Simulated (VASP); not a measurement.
Runs of VASP 6.6.1 on Cu. The structure is that of space group P6/mmm (No. 191), or close to it. The cells are those of the table. 

```tsv
task	cell	cutoff (eV)	gap on the mesh (eV)	pressure (GPa)
relaxation of cell and atoms	relaxed to 20 GPa from a = 2.388, b = 2.388, c = 2.245 Å, angles 90.0, 90.0, 120.0°, 1 atom	600	none	20.0
relaxation of cell and atoms	relaxed to 20 GPa from a = 2.392, b = 2.392, c = 2.318 Å, angles 90.0, 90.0, 120.0°, 1 atom	600	none	20.0
single point	a = 2.392, b = 2.392, c = 2.318 Å, angles 90.0, 90.0, 120.0°, 1 atom	520	none	(a)
single point	a = 2.392, b = 2.392, c = 2.319 Å, angles 90.0, 90.0, 120.0°, 1 atom	520	none	20.4
```

Alike in all rows: level PBE; potentials or basis VASP PAW PBE potentials, release 64 (Cu); no spin polarisation; k mesh 18 × 18 × 17; smearing fermi-dirac 0.1 eV.

Problem. Fill in the values left out.

Solution. (a) 20.5.

Caveats: the cell is relaxed towards a set pressure, so the enthalpy falls and the energy may rise (some runs).

A gap of «none» marks levels without a gap at the run's occupations.
